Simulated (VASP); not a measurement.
Set up this calculation in VASP 6.6.1, as the native input.

* Task: single point
* Functional: PBE
* Potentials or basis: VASP PAW PBE potentials, release 64 (La)
* Cutoff: 520 eV
* k mesh: 8 × 8 × 2
* Occupations: fermi-dirac, width 0.1 eV
* Spin: no spin polarisation
* Dipole correction: no
* Further INCAR settings: ALGO = Normal; EDIFF = 1e-07; NBANDS = 30

The structure of La lies in POSCAR:

```
La
1.0
    3.7726980145      0.0000000000      0.0000000000
   -1.8863490072      3.2672523214      0.0000000000
    0.0000000000      0.0000000000     12.1127038589
La
4
Direct
    0.0000000000      0.0000000000      0.0000000000
    0.0000000000      1.0000000000      0.5000000000
    0.3333333333      0.6666666667      0.7500000000
    0.6666666667      0.3333333333      0.2500000000
```

One way to write it, as run:

INCAR

```
SYSTEM = La
ALGO = Normal ; EDIFF = 1E-7
ENCUT = 520 ; GGA = PE
ISIF = 2 ; ISMEAR = -1
LASPH = .True. ; LCHARG = .True.
LELF = .True. ; LREAL = .False.
LVHAR = .True. ; LWAVE = .False.
NBANDS = 30 ; NELM = 80
PREC = Accurate ; SIGMA = 0.1
```

KPOINTS

```
k-points
0
Gamma
  8 8 2
  0 0 0
```

Potentials or basis: VASP PAW PBE potentials, release 64 (La).

Launch:

```console
$ cat potpaw_PBE.64/La/POTCAR > POTCAR
$ mpirun -np 1 vasp_std > vasp.out
```

Results of the run:

The pressure is 0.0 GPa and the band gap on the k mesh is zero (bands 22 and 23 overlap by 1.03 eV).

Caveat: spin-orbit coupling is left out, which moves the levels of the heavy elements.

Wall time 110 s on 1 thread of Intel(R) Xeon(R) Platinum 8488C (Sapphire Rapids), on a shared host, peak memory 0.28 GiB.
